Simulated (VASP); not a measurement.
Wanted: the native input for a VASP 6.6.1 run.

```
Task                   : single point
Functional             : PBEsol
Potentials or basis    : VASP PAW PBE potentials, release 64 (Ag)
Cutoff                 : 520 eV
k mesh                 : 20 × 20 × 20
Occupations            : gaussian, width 0.15 eV
Spin                   : no spin polarisation
Dipole correction      : no
Further INCAR settings : ALGO = Normal; EDIFF = 1e-07; NBANDS = 12
```

The structure of Ag lies in POSCAR:

```
Ag
1.0
    0.0000000000      1.9818070000      2.0737465000
    1.9818070000      0.0000000000      2.0737465000
    1.9818070000      1.9818070000      0.0000000000
Ag
1
Direct
    0.0000000000      0.0000000000      0.0000000000
```

This cell differs from its parent crystal: strain -0.030 along x and y, +0.015 along z.

The input as run:

INCAR

```
ALGO = Normal ; EDIFF = 1E-7
ENCUT = 520 ; GGA = PS
ISIF = 2 ; ISMEAR = 0
LASPH = True ; LCHARG = False
LREAL = False ; LWAVE = False
NBANDS = 12 ; NELM = 80
PREC = Accurate ; SIGMA = 0.15
```

KPOINTS

```
k-points
0
Gamma
  20 20 20
```

Potentials or basis: VASP PAW PBE potentials, release 64 (Ag).

The run is started by

```sh
$ cat potpaw_PBE.64/Ag/POTCAR > POTCAR
$ mpirun -np 1 vasp_std > vasp.out
```

Results of the run:

| Property | Result |
| --- | --- |
| Pressure | 2.7 GPa |

Caveat: the cell differs from its parent crystal (strain -0.030 along x and y, +0.015 along z); the PAW data sets were made with another functional, which shifts forces and pressure a little.

It took 31 s on 1 thread of Intel(R) Xeon(R) 6975P-C (Granite Rapids), with other jobs on the host, peak memory 0.24 GiB.
